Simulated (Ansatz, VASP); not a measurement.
## One calculation of LiF, two programs

INCAR

```
SYSTEM = LiF
PREC = Accurate
ENCUT = 520
EDIFF = 1E-6
ISMEAR = 0
SIGMA = 0.05
LREAL = .False.
LASPH = .True.
NELM = 80
ALGO = Normal
ISIF = 2
LWAVE = .False.
LCHARG = .False.
NBANDS = 18
```

KPOINTS

```
regular mesh
0
Gamma
  9 9 6
  0 0 0
```

The input POSCAR:

```
LiF
1.0
    3.1877001639      0.0000000000      0.0000000000
   -1.5938500819      2.7606293215      0.0000000000
    0.0000000000      0.0000000000      4.3445165533
Li F
2 2
Direct
    0.3333333333      0.6666666667      0.3839784076
    0.6666666667      0.3333333333      0.8839784076
    0.3333333333      0.6666666667      0.9910195924
    0.6666666667      0.3333333333      0.4910195924
```

Input for Ansatz:

```yaml
crystal:
  lattice:
    - [3.1877001639, 0.0, 0.0]
    - [-1.5938500819, 2.7606293215, 0.0]
    - [0.0, 0.0, 4.3445165533]
  atoms:
    - { symbol: Li, position: [0.3333333333, 0.6666666667, 0.3839784076] }
    - { symbol: Li, position: [0.6666666667, 0.3333333333, 0.8839784076] }
    - { symbol: F, position: [0.3333333333, 0.6666666667, 0.9910195924] }
    - { symbol: F, position: [0.6666666667, 0.3333333333, 0.4910195924] }
basis:
  ecutwfc: 520.0
kpoints:
  mp_grid: { grid: [9, 9, 6] }
hamiltonian:
  xc: lda
scf:
  occupations: { method: gaussian, width: 0.05 }
output:
  forces: true
  stress: true
  eigenvalues: true
```

Alike in both runs: task single point; functional LDA; k mesh 9 × 9 × 6; occupations gaussian, width 0.05 eV; no spin polarisation.

```csv
,VASP,Ansatz
version,VASP 6.6.1,Ansatz 0.2.0
potentials or method,"VASP PAW LDA potentials, release 64 (Li_sv, F), cutoff 520 eV","scalar-relativistic, plane waves, PAW"
valence electrons in the cell,20,20
```

|  | VASP | Ansatz | Ansatz less VASP |
| --- | --- | --- | --- |
| gap on the k mesh at the Fermi level (eV) | 7.53 | 7.55 | +0.014 |
| least direct gap on the mesh (eV) | 7.53 | 7.55 | +0.014 |
| rms of the force components (eV/Å) | 0.417 | 0.408 | -0.0097 |

LDA's correlation is that of Perdew and Zunger in VASP and of Perdew and Wang (1992) in Ansatz. Atom by atom the forces differ by 0.010 eV/Å (rms over components).

Noted on VASP's run: the cutoff is under 1.25 times that of the potentials, so the pressure is a little rough.
